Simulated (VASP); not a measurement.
Wanted: the native input for a VASP 6.6.1 run.

```
Task                   : single point
Functional             : PBE
Potentials or basis    : VASP PAW PBE potentials, release 64 (Cs_sv, Pr_3), 4f in core
Cutoff                 : 500 eV
k mesh                 : 4 × 4 × 1
Occupations            : gaussian, width 0.2 eV
Spin                   : no spin polarisation
Dipole correction      : no
Mended                 : yes
Further INCAR settings : ALGO = Normal; EDIFF = 1e-06; NBANDS = 48
```

The structure of Cs3Pr lies in POSCAR:

```
Cs3Pr
1.0
    4.4784920981      0.0000000000      0.0000000000
   -2.2392460490      3.8784879276      0.0000000000
    0.0000000000      0.0000000000     32.2642710399
Cs Pr
6 2
Direct
    0.3333333333      0.6666666667      0.1112452440
    0.6666666667      0.3333333333      0.6112452440
    0.3333333333      0.6666666667      0.3887547560
    0.6666666667      0.3333333333      0.8887547560
    0.3333333333      0.6666666667      0.7500000000
    0.6666666667      0.3333333333      0.2500000000
    0.0000000000      0.0000000000      0.0000000000
    0.0000000000      0.0000000000      0.5000000000
```

The cell was built from a structure type or drawn by symmetry, and may not be a known phase.

One way to write it, as run:

INCAR

```
PREC = Accurate
ENCUT = 500
EDIFF = 1E-6
ISMEAR = 0
SIGMA = 0.2
LREAL = F
LASPH = T
NELM = 200
ALGO = Normal
ISIF = 2
LWAVE = F
LCHARG = T
GGA = PE
LELF = T
LVHAR = T
NBANDS = 48
GGA_COMPAT = F
LMAXMIX = 6
```

KPOINTS

```
regular mesh
0
Gamma
  4 4 1
```

Potentials or basis: VASP PAW PBE potentials, release 64 (Cs_sv, Pr_3), 4f in core.

Command:

```bash
$ cat potpaw_PBE.64/Cs_sv/POTCAR potpaw_PBE.64/Pr_3/POTCAR > POTCAR
$ mpirun -np 1 vasp_std > vasp.out
```

It gave:

```
Pressure               : 0.2 GPa
Largest force          : 0.012 eV/Å
Band gap on the k mesh : zero (bands 38 and 39 overlap by 0.63 eV)
```

Caveat: the k points lie up to 0.41 Å⁻¹ apart, too coarse for converged energies and pressures of a metal; spin-orbit coupling is left out, which moves the levels of the heavy elements; the 4f electrons are frozen in the core, so they carry no moment and show no levels.

It took 2.6 min on 1 thread of Intel(R) Xeon(R) 6975P-C (Granite Rapids), with other jobs on the host, peak memory 0.65 GiB.
